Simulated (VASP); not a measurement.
# Os (P6_3/mmc) in VASP: notebook

The runs below take Os through single point, with PBE.

All numbers are computed with VASP 6.6.1; they aren't measurements. Logs are shortened: lines on timing, memory, paths and dates and some standing lists are left out, and cuts for length are marked.

## Step 1: The cell of the first run

It takes space group P6_3/mmc (No. 194, hexagonal). The conventional cell has a = 2.953 Å, b = 2.953 Å, c = 4.492 Å, α = 90.00°, β = 90.00°, γ = 120.00°. Os (site symmetry -6m2) has 12 Os at 2.82 to 2.95 Å within 3.7 Å.

## Step 2: Single point, PBE (strain +0.080 along x and y, +0.040 along z)

INCAR reads:

```
ALGO = Normal
EDIFF = 1E-7
ENCUT = 520
GGA = PE
ISIF = 2
ISMEAR = 0
LASPH = True
LCHARG = True
LELF = True
LREAL = False
LVHAR = True
LWAVE = False
NBANDS = 15
NELM = 60
PREC = Accurate
SIGMA = 0.15
```

KPOINTS reads:

```
k-points
0
Gamma
  18 18 12
```

POSCAR reads:

```
Os
1.0
    2.9528279736      0.0000000000      0.0000000000
   -1.4764139868      2.5572240381      0.0000000000
    0.0000000000      0.0000000000      4.4924880000
Os
2
Direct
    0.3333333333      0.6666666667      0.2500000000
    0.6666666667      0.3333333333      0.7500000000
```

Potentials or basis: VASP PAW PBE potentials, release 64 (Os).

The run is started by

```
cat potpaw_PBE.64/Os/POTCAR > POTCAR
mpirun -np 1 vasp_std > vasp.out
```

OUTCAR:

```text
EDIFF = 1E-7
   ENCUT = 520
   GGA = PE
   ISIF = 2
   ISMEAR = 0
   LASPH = True
   LREAL = False
   NELM = 60
   PREC = Accurate

 ion  position               nearest neighbor table
   1  0.333  0.667  0.250-   2 2.82   2 2.82   2 2.82   2 2.82   2 2.82   2 2.82
   2  0.667  0.333  0.750-   1 2.82   1 2.82   1 2.82   1 2.82   1 2.82   1 2.82

  LATTYP: Found a hexagonal cell.
 ALAT       =     2.9528279736
 C/A-ratio  =     1.5214188026

  Lattice vectors:

 A1 = (   2.9528279736,   0.0000000000,   0.0000000000)
 A2 = (  -1.4764139868,   2.5572240381,   0.0000000000)
 A3 = (   0.0000000000,   0.0000000000,   4.4924880000)

Analysis of symmetry for initial positions (statically):
=====================================================================
 Subroutine PRICEL returns:
 Original cell was already a primitive cell.

 Routine SETGRP: Setting up the symmetry group for a
 hexagonal supercell.

 Subroutine GETGRP returns: Found 24 space group operations
 (whereof 12 operations were pure point group operations)
 out of a pool of 24 trial point group operations.

The static configuration has the point symmetry D_3d.
 The point group associated with its full space group is D_6h.

Analysis of symmetry for dynamics (positions and initial velocities):
=====================================================================
 Subroutine PRICEL returns:
 Original cell was already a primitive cell.

 Routine SETGRP: Setting up the symmetry group for a
 hexagonal supercell.

 Subroutine GETGRP returns: Found 24 space group operations
 (whereof 12 operations were pure point group operations)
 out of a pool of 24 trial point group operations.

The dynamic configuration has the point symmetry D_3d.
 The point group associated with its full space group is D_6h.

 Subroutine INISYM returns: Found 24 space group operations
 (whereof 12 operations are pure point group operations),
 and found     1 'primitive' translations

----------------------------------------------------------------------------------------

                                     Primitive cell

  volume of cell :      33.9230

  direct lattice vectors                    reciprocal lattice vectors
     2.952827974  0.000000000  0.000000000     0.338658401  0.195524519  0.000000000
    -1.476413987  2.557224038  0.000000000     0.000000000  0.391049038  0.000000000
     0.000000000  0.000000000  4.492488000     0.000000000  0.000000000  0.222593805

  length of vectors
     2.952827974  2.952827974  4.492488000     0.391049038  0.391049038  0.222593805

  position of ions in fractional coordinates (direct lattice)
     0.333333333  0.666666667  0.250000000
     0.666666667  0.333333333  0.750000000

  ion indices of the primitive-cell ions
   primitive index   ion index
                 1           1
                 2           2

----------------------------------------------------------------------------------------

 KPOINTS: k-points

Automatic generation of k-mesh.
 Grid dimensions read from file:
 generate k-points for:   18   18   12

 Generating k-lattice:

  Cartesian coordinates                     Fractional coordinates (reciprocal lattice)
     0.018814356  0.010862473  0.000000000     0.055555556  0.000000000  0.000000000
     0.000000000  0.021724947  0.000000000     0.000000000  0.055555556  0.000000000
     0.000000000  0.000000000  0.018549484     0.000000000  0.000000000  0.083333333

  Length of vectors
     0.021724947  0.021724947  0.018549484

  Shift w.r.t. Gamma in fractional coordinates (k-lattice)
     0.000000000  0.000000000  0.000000000

 Subroutine IBZKPT returns following result:
 ===========================================

 Found    259 irreducible k-points:

 Following reciprocal coordinates:
            Coordinates               Weight
  0.000000  0.000000  0.000000      1.000000
  0.055556  0.000000  0.000000      6.000000
  0.111111  0.000000  0.000000      6.000000
  0.166667 -0.000000  0.000000      6.000000
  0.222222  0.000000  0.000000      6.000000
  0.277778  0.000000  0.000000      6.000000
[... 16 lines left out ...]
  0.333333  0.111111  0.000000     12.000000
  0.388889  0.111111  0.000000     12.000000
 [... further k-points ...]
   k-points           NKPTS =    259   k-points in BZ     NKDIM =    259   number of bands    NBANDS=     15
   number of dos      NEDOS =    301   number of ions     NIONS =      2
   total plane-waves  NPLWV =  20736
   dimension x,y,z NGX =    24 NGY =   24 NGZ =   36
   dimension x,y,z NGXF=    48 NGYF=   48 NGZF=   72
   ions per type =               2
   NGX,Y,Z   is equivalent  to a cutoff of  13.51, 13.51, 13.32 a.u.
   NGXF,Y,Z  is equivalent  to a cutoff of  27.02, 27.02, 26.64 a.u.
 SYSTEM =  unknown system
   PREC   = accura    normal or accurate (medium, high low for compatibility)
   ISTART =      0    job   : 0-new  1-cont  2-samecut
   ICHARG =      2    charge: 1-file 2-atom 10-const
   ISPIN  =      1    spin polarized calculation?
   LNONCOLLINEAR =      F non collinear calculations
   LSORBIT =      F    spin-orbit coupling
   LASPH  =      T    aspherical Exc in radial PAW
   ENCUT  =  520.0 eV  38.22 Ry    6.18 a.u.   5.49  5.49  8.35*2*pi/ulx,y,z
   NELM   =     60;   NELMIN=  2; NELMDL= -5     # of ELM steps
   EDIFF  = 0.1E-06   stopping-criterion for ELM
   LREAL  =      F    real-space projection
   EDIFFG = 0.1E-05   stopping-criterion for IOM
   NSW    =      0    number of steps for IOM
   IBRION =     -1    ionic relax: 0-MD 1-quasi-New 2-CG
   NFREE  =      0    steps in history (QN), initial steepest desc. (CG)
   ISIF   =      2    stress and relaxation
   ISYM   =      2    0-nonsym 1-usesym 2-fastsym
   POTIM  = 0.5000    time-step for ionic-motion
   TEBEG  =    0.0;   TEEND  =   0.0 temperature during run
   PSTRESS=    0.0 pullay stress
   NELECT =      16.0000    total number of electrons
   NUPDOWN=      -1.0000    fix difference up-down
   EMIN   =  10.00;   EMAX   =-10.00  energy-range for DOS
   EFERMI =   0.00;   METHOD = LEGACY
   ISMEAR =     0;   SIGMA  =   0.15  broadening in eV -4-tet -1-fermi 0-gaus
   EFERMI_NEDOS =   21; number of points for ismear=-14 and -15
   IALGO  =     38    algorithm
   IMIX   =      4    mixing-type and parameters
     AMIX     =   0.40;   BMIX     =  1.00
     AMIX_MAG =   1.60;   BMIX_MAG =  1.00
  volume/ion in A,a.u.               =      16.96       114.46
  Fermi-wavevector in a.u.,A,eV,Ry     =   1.274335  2.408144 22.094898  1.623929
  Thomas-Fermi vector in A             =   2.407108
   LORBIT       =      0    0 simple, 1 ext, 2 COOP (PROOUT), +10 PAW based schemes
   GGA     = PE    functional components
   LHFCALC =     F    Hartree Fock is set to
   AEXX    =    0.0000 exact exchange contribution
   IVDW    =     0    specifies the selected vdW correction
   LEPSILON=     F    determine dielectric tensor
   LRPA    =     F    only Hartree local field effects (RPA)
 non-spin polarized calculation
 Gauss-broadening in eV      SIGMA  =   0.15
  energy-cutoff  :      520.00
  volume of cell :       33.92
 maximum number of plane-waves:       941
 NGX is ok and might be reduce to    24
   NGX = 11   NGY = 11   NGZ = 17

 number of electron      16.0000001 magnetization

 Free energy of the ion-electron system (eV)
  ---------------------------------------------------
  ext. energy  EPLUGINS =         0.00000000
  ---------------------------------------------------
  free energy    TOTEN  =       -21.59157942 eV

  energy without entropy =      -21.57283736  energy(sigma->0) =      -21.58220839

 E-fermi :   6.7871     XC(G=0): -12.9614

 val. band max:        6.7781989898   @ k =   0.2778   0.1667   0.2500
 cond. band min:       6.7970800917   @ k =   0.3889   0.0556   0.3333
 fundamental gap:      0.0188811020
 Fermi energy:         6.7870953751

 k-point     1 :       0.0000    0.0000    0.0000
  band No.  band energies     occupation
      1      -2.4677      2.00000
      2       0.7321      2.00000
      3       4.4618      2.00000
      4       4.4618      2.00000
      5       5.0057      2.00000
      6       5.1466      2.00000
      7       5.1466      2.00000
      8       5.3268      2.00000
      9       5.3268      2.00000
     10       7.2878      0.00000
     11       8.0216      0.00000
     12       8.0216      0.00000
     13      14.2060      0.00000
     14      20.5839      0.00000
     15      23.7279      0.00000

 k-point     2 :       0.0556    0.0000    0.0000
  band No.  band energies     occupation
      1      -2.3690      2.00000
      2       0.8146      2.00000
      3       4.2918      2.00000
      4       4.5421      2.00000
      5       5.0931      2.00000
      6       5.1585      2.00000
      7       5.2195      2.00000
      8       5.2379      2.00000
      9       5.2637      2.00000
     10       6.6378      1.84067
     11       8.0670      0.00000
     12       8.8140      0.00000
     13      14.1970      0.00000
     14      20.7506      0.00000
     15      23.8333      0.00000

 k-point     3 :       0.1111    0.0000    0.0000
  band No.  band energies     occupation
      1      -2.0790      2.00000
      2       1.0469      2.00000
      3       3.9734      2.00000
      4       4.7797      2.00000
      5       4.9008      2.00000
      6       4.9575      2.00000
      7       5.0946      2.00000
      8       5.4340      2.00000
      9       5.4425      2.00000
     10       5.9861      2.00000
     11       8.1849      0.00000
     12       9.9660      0.00000
     13      14.1638      0.00000
     14      21.1229      0.00000
     15      23.6213      0.00000
[... 343 lines left out ...]
 k-point    23 :       0.3333    0.1111    0.0000
  band No.  band energies     occupation
      1       1.0235      2.00000
      2       1.7579      2.00000
      3       2.1762      2.00000
      4       3.5566      2.00000
      5       3.9535      2.00000
      6       4.9934      2.00000
      7       5.2420      2.00000
      8       7.4185      0.00000
      9       7.7662      0.00000
     10       8.7219      0.00000
     11       8.7245      0.00000
     12      13.1952      0.00000
     13      14.6349      0.00000
     14      16.4348      0.00000
     15      16.5333      0.00000

 k-point    24 :       0.3889    0.1111    0.0000
  band No.  band energies     occupation
      1       1.2983      2.00000
      2       1.6323      2.00000
      3       1.9777      2.00000
      4       3.8578      2.00000
      5       3.8949      2.00000
      6       4.8996      2.00000
      7       5.4981      2.00000
      8       7.9222      0.00000
      9       8.0959      0.00000
     10       8.7558      0.00000
     11       9.4747      0.00000
     12      11.8547      0.00000
     13      14.9122      0.00000
     14      15.7571      0.00000
     15      17.2709      0.00000

 [... further k-points ...]
[... 5 lines left out ...]
  --------------------------------------------------------------------------------------
  -------------------------------------------------------------------------------------
  Total       -9.9476146     -9.9476146     -8.4789618     -0.0000000     -0.0000000      0.0000000
  in kB     -469.8245256   -469.8245256   -400.4602481     -0.0000000     -0.0000000      0.0000000
  external PRESSURE =    -446.7030998 kB  Pullay stress =       0.0000000 kB

 VOLUME and BASIS-vectors are now :
 -----------------------------------------------------------------------------
  energy-cutoff  :      520.00
  volume of cell :       33.92
      direct lattice vectors                 reciprocal lattice vectors
     2.952827974  0.000000000  0.000000000     0.338658401  0.195524519  0.000000000
    -1.476413987  2.557224038  0.000000000     0.000000000  0.391049038  0.000000000
     0.000000000  0.000000000  4.492488000     0.000000000  0.000000000  0.222593805

 POSITION                                       TOTAL-FORCE (eV/Angst)
 -----------------------------------------------------------------------------------
     -0.00000      1.70482      1.12312        -0.000000      0.000000      0.000000
      1.47641      0.85241      3.36937         0.000000     -0.000000      0.000000
 -----------------------------------------------------------------------------------
    total drift:                               -0.000000      0.000000     -0.000000

  FREE ENERGIE OF THE ION-ELECTRON SYSTEM (eV)
  ---------------------------------------------------
  free  energy   TOTEN  =       -21.5915794188 eV

  energy  without entropy=      -21.5728373566  energy(sigma->0) =      -21.58220839
```

Wall time 50 s (1 thread of Intel Xeon Platinum 8488C (Sapphire Rapids), shared host); peak memory 0.24 GiB.

Results:

- Free energy: -21.5916 eV
- Pressure: -44.7 GPa
- Band gap on the k mesh: zero (band 8 reaches 8.15 eV, above the bottom of band 9 at 5.26 eV)

Caveat: the cell differs from its parent crystal (strain +0.080 along x and y, +0.040 along z); spin-orbit coupling is left out, which moves the levels of the heavy elements.

## Step 3: Single point, PBE (strain +0.080 along x and y, +0.080 along z)

INCAR reads:

```
PREC = Accurate
ENCUT = 520
EDIFF = 1E-6
ISMEAR = 0
SIGMA = 0.15
LREAL = F
LASPH = T
NELM = 80
ALGO = Normal
ISIF = 2
LWAVE = F
LCHARG = F
GGA = PE
NBANDS = 15
```

KPOINTS reads:

```
regular mesh
0
Gamma
  18 18 12
```

POSCAR: that of step 2 with these lines changed.

```diff
@@ -4,3 +4,3 @@
    -1.4764139868      2.5572240381      0.0000000000
-    0.0000000000      0.0000000000      4.4924880000
+    0.0000000000      0.0000000000      4.6652760000
 Os
```

Potentials or basis: VASP PAW PBE potentials, release 64 (Os).

The run is started by

```
cat potpaw_PBE.64/Os/POTCAR > POTCAR
mpirun -np 1 vasp_std > vasp.out
```

Run time: 44 s. Hardware: 1 thread of Intel Xeon Platinum 8488C (Sapphire Rapids), shared host; peak memory 0.24 GiB.

The run converged. Its results:

```yaml
Free_energy: -21.2116 eV
Pressure: -50.3 GPa
Band_gap_on_the_k_mesh: zero (band 8 reaches 7.66 eV, above the bottom of band 9 at 4.96 eV)
```

Stress tensor (GPa, compression positive):
```
-49.04   0.00   0.00
  0.00 -49.04   0.00
  0.00   0.00 -52.76
```

Levels at points of the mesh, in eV from the Fermi level:
```tsv
k point	band 4	band 5	band 6	band 7	band 8	band 9	band 10	band 11	band 12	band 13
(0.00, 0.00, 0.00)	-2.15	-1.99	-1.58	-1.58	-1.13	-1.13	0.19	1.16	1.16	6.60
(0.50, 0.00, 0.00)	-2.51	-2.23	-1.87	-1.37	1.33	1.71	1.79	3.12	4.16	7.66
(0.00, 0.00, 0.50)	-2.59	-2.30	-2.30	-2.30	-2.30	0.56	0.56	0.56	0.56	13.32
(0.50, 0.00, 0.50)	-3.79	-0.85	-0.85	-0.04	-0.04	1.56	1.56	2.44	2.44	6.73
```

Caveat: the cell differs from its parent crystal (strain +0.080 along x and y, +0.080 along z); spin-orbit coupling is left out, which moves the levels of the heavy elements.
